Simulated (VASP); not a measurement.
# KF (R-3m) in VASP: a series of runs

The runs below take KF through single point, with PBE.

Program: VASP 6.6.1. These are calculated values, not measurements. Logs are shortened: lines on timing, memory, paths and dates and some standing lists are left out, and cuts for length are marked.

## (1) The cell of the first run

Symmetry: R-3m, No. 166, trigonal system. Conventional cell: a = 3.812 Å, b = 3.812 Å, c = 9.190 Å, α = 90.00°, β = 90.00°, γ = 120.00°. K (site symmetry -3m) has 6 F at 2.68 Å within 3.5 Å. F (site symmetry -3m) has 6 K at 2.68 Å within 3.5 Å.

## (2) Single point, PBE (19.28 Å³/atom)

INCAR

```
SYSTEM = KF
ALGO = Normal ; EDIFF = 1E-6
ENCUT = 520 ; GGA = PE
ISIF = 2 ; ISMEAR = 0
LASPH = .True. ; LCHARG = .False.
LREAL = .False. ; LWAVE = .False.
NBANDS = 15 ; NELM = 100
PREC = Accurate ; SIGMA = 0.05
```

KPOINTS

```
k-points
0
Gamma
  8 8 8
  0 0 0
```

POSCAR

```
KF
1.0
   -0.0285741029      2.6670959785      2.6670959785
    2.6670959785     -0.0285741029      2.6670959785
    2.6670959785      2.6670959785     -0.0285741029
K F
1 1
Direct
    0.0000000000      0.0000000000      0.0000000000
    0.5000000000      0.5000000000      0.5000000000
```

Potentials or basis: VASP PAW PBE potentials, release 64 (K_sv, F).

On the command line:

```bash
cat potpaw_PBE.64/K_sv/POTCAR potpaw_PBE.64/F/POTCAR > POTCAR
mpirun -np 1 vasp_std > vasp.out
```

OUTCAR:

```text
SYSTEM = KF
   EDIFF = 1E-6
   ENCUT = 520
   GGA = PE
   ISIF = 2
   ISMEAR = 0
   LASPH = .True.
   LREAL = .False.
   NELM = 100
   PREC = Accurate

 ion  position               nearest neighbor table
   1  0.000  0.000  0.000-   2 2.68   2 2.68   2 2.68   2 2.68   2 2.68   2 2.68
   2  0.500  0.500  0.500-   1 2.68   1 2.68   1 2.68   1 2.68   1 2.68   1 2.68

  LATTYP: Found a trigonal (rhomboedric) cell.
 ALAT       =     3.7719515369
 COS(alpha) =     0.4892583576

  Lattice vectors:

 A1 = (  -0.0285741029,   2.6670959785,   2.6670959785)
 A2 = (   2.6670959785,  -0.0285741029,   2.6670959785)
 A3 = (   2.6670959785,   2.6670959785,  -0.0285741029)

Analysis of symmetry for initial positions (statically):
=====================================================================
 Subroutine PRICEL returns:
 Original cell was already a primitive cell.

 Routine SETGRP: Setting up the symmetry group for a
 trigonal (rhombohedral) supercell.

 Subroutine GETGRP returns: Found 12 space group operations
 (whereof 12 operations were pure point group operations)
 out of a pool of 12 trial point group operations.

The static configuration has the point symmetry D_3d.

Analysis of symmetry for dynamics (positions and initial velocities):
=====================================================================
 Subroutine PRICEL returns:
 Original cell was already a primitive cell.

 Routine SETGRP: Setting up the symmetry group for a
 trigonal (rhombohedral) supercell.

 Subroutine GETGRP returns: Found 12 space group operations
 (whereof 12 operations were pure point group operations)
 out of a pool of 12 trial point group operations.

The dynamic configuration has the point symmetry D_3d.

 Subroutine INISYM returns: Found 12 space group operations
 (whereof 12 operations are pure point group operations),
 and found     1 'primitive' translations

----------------------------------------------------------------------------------------

                                     Primitive cell

  volume of cell :      38.5540

  direct lattice vectors                    reciprocal lattice vectors
    -0.028574103  2.667095978  2.667095978    -0.184483698  0.186481580  0.186481580
     2.667095978 -0.028574103  2.667095978     0.186481580 -0.184483698  0.186481580
     2.667095978  2.667095978 -0.028574103     0.186481580  0.186481580 -0.184483698

  length of vectors
     3.771951537  3.771951537  3.771951537     0.321846227  0.321846227  0.321846227

  position of ions in fractional coordinates (direct lattice)
     0.000000000  0.000000000  0.000000000
     0.500000000  0.500000000  0.500000000

  ion indices of the primitive-cell ions
   primitive index   ion index
                 1           1
                 2           2

----------------------------------------------------------------------------------------

 KPOINTS: k-points

Automatic generation of k-mesh.
 Grid dimensions read from file:
 generate k-points for:    8    8    8

 Generating k-lattice:

  Cartesian coordinates                     Fractional coordinates (reciprocal lattice)
    -0.023060462  0.023310197  0.023310197     0.125000000  0.000000000  0.000000000
     0.023310197 -0.023060462  0.023310197     0.000000000  0.125000000  0.000000000
     0.023310197  0.023310197 -0.023060462     0.000000000  0.000000000  0.125000000

  Length of vectors
     0.040230778  0.040230778  0.040230778

  Shift w.r.t. Gamma in fractional coordinates (k-lattice)
     0.000000000  0.000000000  0.000000000

 Subroutine IBZKPT returns following result:
 ===========================================

 Found     65 irreducible k-points:

 Following reciprocal coordinates:
            Coordinates               Weight
  0.000000  0.000000  0.000000      1.000000
  0.125000  0.000000  0.000000      6.000000
  0.250000  0.000000  0.000000      6.000000
  0.375000  0.000000 -0.000000      6.000000
  0.500000  0.000000  0.000000      3.000000
  0.125000  0.125000 -0.000000      6.000000
[... 16 lines left out ...]
  0.250000  0.125000  0.125000      6.000000
  0.375000  0.125000  0.125000      6.000000
 [... further k-points ...]
   k-points           NKPTS =     65   k-points in BZ     NKDIM =     65   number of bands    NBANDS=     15
   number of dos      NEDOS =    301   number of ions     NIONS =      2
   total plane-waves  NPLWV =  21952
   dimension x,y,z NGX =    28 NGY =   28 NGZ =   28
   dimension x,y,z NGXF=    56 NGYF=   56 NGZF=   56
   ions per type =               1   1
   NGX,Y,Z   is equivalent  to a cutoff of  12.34, 12.34, 12.34 a.u.
   NGXF,Y,Z  is equivalent  to a cutoff of  24.68, 24.68, 24.68 a.u.
 SYSTEM =  KF
   PREC   = accura    normal or accurate (medium, high low for compatibility)
   ISTART =      0    job   : 0-new  1-cont  2-samecut
   ICHARG =      2    charge: 1-file 2-atom 10-const
   ISPIN  =      1    spin polarized calculation?
   LNONCOLLINEAR =      F non collinear calculations
   LSORBIT =      F    spin-orbit coupling
   LASPH  =      T    aspherical Exc in radial PAW
   ENCUT  =  520.0 eV  38.22 Ry    6.18 a.u.   7.01  7.01  7.01*2*pi/ulx,y,z
   NELM   =    100;   NELMIN=  2; NELMDL= -5     # of ELM steps
   EDIFF  = 0.1E-05   stopping-criterion for ELM
   LREAL  =      F    real-space projection
   EDIFFG = 0.1E-04   stopping-criterion for IOM
   NSW    =      0    number of steps for IOM
   IBRION =     -1    ionic relax: 0-MD 1-quasi-New 2-CG
   NFREE  =      0    steps in history (QN), initial steepest desc. (CG)
   ISIF   =      2    stress and relaxation
   ISYM   =      2    0-nonsym 1-usesym 2-fastsym
   POTIM  = 0.5000    time-step for ionic-motion
   TEBEG  =    0.0;   TEEND  =   0.0 temperature during run
   PSTRESS=    0.0 pullay stress
   NELECT =      16.0000    total number of electrons
   NUPDOWN=      -1.0000    fix difference up-down
   EMIN   =  10.00;   EMAX   =-10.00  energy-range for DOS
   EFERMI =   0.00;   METHOD = LEGACY
   ISMEAR =     0;   SIGMA  =   0.05  broadening in eV -4-tet -1-fermi 0-gaus
   EFERMI_NEDOS =   21; number of points for ismear=-14 and -15
   IALGO  =     38    algorithm
   IMIX   =      4    mixing-type and parameters
     AMIX     =   0.40;   BMIX     =  1.00
     AMIX_MAG =   1.60;   BMIX_MAG =  1.00
  volume/ion in A,a.u.               =      19.28       130.09
  Fermi-wavevector in a.u.,A,eV,Ry     =   1.221120  2.307582 20.288110  1.491134
  Thomas-Fermi vector in A             =   2.356313
   LORBIT       =      0    0 simple, 1 ext, 2 COOP (PROOUT), +10 PAW based schemes
   GGA     = PE    functional components
   LHFCALC =     F    Hartree Fock is set to
   AEXX    =    0.0000 exact exchange contribution
   IVDW    =     0    specifies the selected vdW correction
   LEPSILON=     F    determine dielectric tensor
   LRPA    =     F    only Hartree local field effects (RPA)
 non-spin polarized calculation
 Gauss-broadening in eV      SIGMA  =   0.05
  energy-cutoff  :      520.00
  volume of cell :       38.55
 maximum number of plane-waves:      1047
   NGX = 13   NGY = 13   NGZ = 13

 number of electron      15.9999996 magnetization

 Free energy of the ion-electron system (eV)
  ---------------------------------------------------
  ext. energy  EPLUGINS =         0.00000000
  ---------------------------------------------------
  free energy    TOTEN  =        -8.29319264 eV

  energy without entropy =       -8.29319264  energy(sigma->0) =       -8.29319264

 E-fermi :  -2.5567     XC(G=0):  -8.3560

 val. band max:       -2.8215461973   @ k =   0.0000   0.0000   0.0000
 cond. band min:       3.2773635078   @ k =   0.0000   0.0000   0.0000
 fundamental gap:      6.0989097051
 Fermi energy:        -2.5567138057

 k-point     1 :       0.0000    0.0000    0.0000
  band No.  band energies     occupation
      1     -29.0006      2.00000
      2     -21.4829      2.00000
      3     -12.2606      2.00000
      4     -12.2606      2.00000
      5     -12.2546      2.00000
      6      -2.8369      2.00000
      7      -2.8369      2.00000
      8      -2.8215      2.00000
      9       3.2774      0.00000
     10       7.7626      0.00000
     11       7.7626      0.00000
     12       7.9243      0.00000
     13       9.4764      0.00000
     14       9.4764      0.00000
     15      14.0365      0.00000

 k-point     2 :       0.1250    0.0000    0.0000
  band No.  band energies     occupation
      1     -28.9878      2.00000
      2     -21.4946      2.00000
      3     -12.2988      2.00000
      4     -12.2650      2.00000
      5     -12.2612      2.00000
      6      -2.9727      2.00000
      7      -2.8883      2.00000
      8      -2.8729      2.00000
      9       3.7031      0.00000
     10       7.5423      0.00000
     11       7.9635      0.00000
     12       8.1142      0.00000
     13       9.6178      0.00000
     14       9.6205      0.00000
     15      14.7627      0.00000

 k-point     3 :       0.2500    0.0000    0.0000
  band No.  band energies     occupation
      1     -28.9565      2.00000
      2     -21.5241      2.00000
      3     -12.3921      2.00000
      4     -12.2757      2.00000
      5     -12.2749      2.00000
      6      -3.2642      2.00000
      7      -3.0098      2.00000
      8      -2.9906      2.00000
      9       4.7671      0.00000
     10       7.2146      0.00000
     11       8.4607      0.00000
     12       8.6178      0.00000
     13      10.0561      0.00000
     14      10.0700      0.00000
     15      15.6808      0.00000
[... 343 lines left out ...]
 k-point    23 :       0.2500    0.1250    0.1250
  band No.  band energies     occupation
      1     -28.9679      2.00000
      2     -21.5096      2.00000
      3     -12.3395      2.00000
      4     -12.3203      2.00000
      5     -12.2572      2.00000
      6      -3.1656      2.00000
      7      -2.9973      2.00000
      8      -2.8715      2.00000
      9       4.3381      0.00000
     10       7.2397      0.00000
     11       8.2097      0.00000
     12       8.5265      0.00000
     13       9.8104      0.00000
     14       9.8488      0.00000
     15      15.7282      0.00000

 k-point    24 :       0.3750    0.1250    0.1250
  band No.  band energies     occupation
      1     -28.9370      2.00000
      2     -21.5343      2.00000
      3     -12.4353      2.00000
      4     -12.3573      2.00000
      5     -12.2682      2.00000
      6      -3.3888      2.00000
      7      -3.1113      2.00000
      8      -2.9495      2.00000
      9       5.4072      0.00000
     10       7.0076      0.00000
     11       8.7413      0.00000
     12       8.9398      0.00000
     13      10.2072      0.00000
     14      10.5853      0.00000
     15      15.1577      0.00000

 [... further k-points ...]
[... 5 lines left out ...]
  --------------------------------------------------------------------------------------
  -------------------------------------------------------------------------------------
  Total        0.2506595      0.2506595      0.2506595      0.0326651      0.0326651      0.0326651
  in kB       10.4165826     10.4165826     10.4165826      1.3574554      1.3574554      1.3574554
  external PRESSURE =      10.4165826 kB  Pullay stress =       0.0000000 kB

 VOLUME and BASIS-vectors are now :
 -----------------------------------------------------------------------------
  energy-cutoff  :      520.00
  volume of cell :       38.55
      direct lattice vectors                 reciprocal lattice vectors
    -0.028574103  2.667095978  2.667095978    -0.184483698  0.186481580  0.186481580
     2.667095978 -0.028574103  2.667095978     0.186481580 -0.184483698  0.186481580
     2.667095978  2.667095978 -0.028574103     0.186481580  0.186481580 -0.184483698

 POSITION                                       TOTAL-FORCE (eV/Angst)
 -----------------------------------------------------------------------------------
      0.00000      0.00000      0.00000         0.000000     -0.000000     -0.000000
      2.65281      2.65281      2.65281        -0.000000      0.000000      0.000000
 -----------------------------------------------------------------------------------
    total drift:                                0.000000      0.000000      0.000000

  FREE ENERGIE OF THE ION-ELECTRON SYSTEM (eV)
  ---------------------------------------------------
  free  energy   TOTEN  =        -8.2931926404 eV

  energy  without entropy=       -8.2931926404  energy(sigma->0) =       -8.29319264
```

Wall time 51 s (1 thread of Intel Xeon 8259CL, shared host); peak memory 0.18 GiB.

Results:

| Quantity | Value |
| --- | --- |
| Free energy | -8.2932 eV |
| Pressure | 1.0 GPa |
| Band gap on the k mesh | 6.10 eV |

Stress tensor (GPa, compression positive):
```
1.04 0.14 0.14
0.14 1.04 0.14
0.14 0.14 1.04
```

## (3) Single point, PBE (19.28 Å³/atom)

INCAR

```
  ALGO = Normal
  EDIFF = 1E-7
  ENCUT = 520
  GGA = PE
  ISIF = 2
  ISMEAR = 0
  LASPH = T
  LCHARG = T
  LELF = T
  LREAL = F
  LVHAR = T
  LWAVE = F
  NBANDS = 15
  NELM = 80
  PREC = Accurate
  SIGMA = 0.05
```

KPOINTS

```
k-points
0
Gamma
  8 8 8
```

POSCAR

```
KF
1.0
    0.0867232580      2.7253619400      2.7253619400
    2.7253619400      0.0867232580      2.7253619400
    2.7253619400      2.7253619400      0.0867232580
K F
1 1
Direct
    0.0000000000      0.0000000000      0.0000000000
    0.5000000000      0.5000000000      0.5000000000
```

Potentials or basis: VASP PAW PBE potentials, release 64 (K_sv, F).

On the command line:

```bash
cat potpaw_PBE.64/K_sv/POTCAR potpaw_PBE.64/F/POTCAR > POTCAR
mpirun -np 1 vasp_std > vasp.out
```

It took 76 s on 1 thread of Intel Xeon 8259CL, shared host; peak memory 0.19 GiB.

Results (log left out):

| Item | Value |
| --- | --- |
| Free energy | -8.2885 eV |
| Pressure | 1.0 GPa |
| Band gap on the k mesh | 6.08 eV |

Stress tensor (GPa, compression positive):
```
 1.01 -0.47 -0.47
-0.47  1.01 -0.47
-0.47 -0.47  1.01
```

Levels at points of the mesh, in eV from the valence-band top:
```tsv
k point	band 5	band 6	band 7	band 8	band 9	band 10	band 11	band 12
(0.00, 0.00, 0.00)	-9.45	-0.05	0.00	0.00	6.08	10.32	10.77	10.77
(0.50, 0.00, 0.00)	-9.49	-0.80	-0.41	-0.33	9.03	10.55	11.80	12.23
(0.50, 0.50, 0.00)	-9.65	-0.24	-0.10	-0.06	8.16	10.21	11.71	13.50
(0.50, 0.50, 0.50)	-9.48	-0.80	-0.30	-0.30	8.86	10.37	11.93	11.93
```
